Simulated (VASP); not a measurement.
MgO:

```
Mg O
1.0
     0.00000    2.13270    2.13270
     2.13270    0.00000    2.13270
     2.13270    2.13270    0.00000
Mg O
1 1
Direct
  0.00000 0.00000 0.00000
  0.50000 0.50000 0.50000
```

Program: VASP 6.6.1. Alike in all runs: task single point; no spin polarisation; cell as given; k mesh 6 × 6 × 6; cutoff (eV) 520; smearing gaussian 0.01 eV.

**Question.** Order these runs on this cell by their pressure, lowest first.
A. level PBE; potentials or basis VASP PAW PBE potentials, release 64 (Mg, O)
B. level LDA; potentials or basis VASP PAW LDA potentials, release 64 (Mg, O)
C. level PBEsol; potentials or basis VASP PAW PBE potentials, release 64 (Mg, O)

**Answer.** B (-12.8 GPa), C (-5.9 GPa), A (-1.9 GPa).

Caveats: all runs use coarse meshes; the PAW data sets were made with another functional, which shifts forces and pressure a little (some runs).
